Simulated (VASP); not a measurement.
Set up this calculation in VASP 6.6.1, as the native input.

```
Task                   : single point
Functional             : PBE
Potentials or basis    : VASP PAW PBE potentials, release 64 (W_sv, C)
Cutoff                 : 520 eV
k mesh                 : 2 × 2 × 2
Occupations            : fermi-dirac, width 0.36 eV
Spin                   : no spin polarisation
Dipole correction      : no
Further INCAR settings : LREAL = Auto; ALGO = Normal; EDIFF = 1e-06; NBANDS = 86
```

The structure of WC lies in POSCAR:

```
WC
1.0
   -2.8324930000     -4.9060210000      0.0000000000
    4.4922630000     -2.5936090000      0.0000000000
    0.0000000000      0.0000000000      5.7785510000
W C
8 8
Direct
    0.7331337134      0.4560944253      0.0177034000
    0.7454974561      0.4905804326      0.5160636291
    0.5157012562     -0.0095007353      0.0216663312
    0.5167925182     -0.0027355499      0.5404988206
    0.2227124713      0.4889587978      0.0142596301
    0.2641724118      0.4827113878      0.5250624248
    0.0112179211     -0.0308586824      0.0041879011
    0.0392983518     -0.0410233536      0.5104220764
    0.4828192207      0.6477764243      0.2497684973
    0.5226134297      0.6424821702      0.7527492619
    0.2555589639      0.1652995330      0.3028786974
    0.2708720455      0.1573467922      0.7920843824
   -0.0049874729      0.6271834525      0.3347378954
   -0.0122325852      0.6309406391      0.7837258856
    0.7698677952      0.1332168532      0.2923224179
    0.7766147049      0.1378048692      0.7693624232
```

These files were run (other wordings do the same):

INCAR

```
SYSTEM = WC
  PREC = Accurate
  ENCUT = 520
  EDIFF = 1E-6
  ISMEAR = -1
  SIGMA = 0.36
  LREAL = Auto
  LASPH = .True.
  NELM = 80
  ALGO = Normal
  ISIF = 2
  LWAVE = .False.
  LCHARG = .True.
  GGA = PE
  LELF = .True.
  LVHAR = .True.
  NBANDS = 86
```

KPOINTS

```
Automatic mesh
0
Gamma
  2 2 2
  0 0 0
```

Potentials or basis: VASP PAW PBE potentials, release 64 (W_sv, C).

The run is started by

```console
$ cat potpaw_PBE.64/W_sv/POTCAR potpaw_PBE.64/C/POTCAR > POTCAR
$ mpirun -np 1 vasp_std > vasp.out
```

Results of the run:

```
Pressure               : 10.8 GPa
Largest force          : 6.945 eV/Å
Band gap on the k mesh : zero (band 72 reaches 11.19 eV, above the bottom of band 73 at 11.05 eV)
```

Caveat: the k points lie up to 0.61 Å⁻¹ apart; spin-orbit coupling is left out, which moves the levels of the heavy elements; forces of over 1 eV/Å act on the atoms, so gaps and moduli don't describe the material at rest.

Wall time 3.6 min on 1 thread of AMD EPYC 7R13 Processor (Zen 3), on a shared host, peak memory 0.27 GiB.
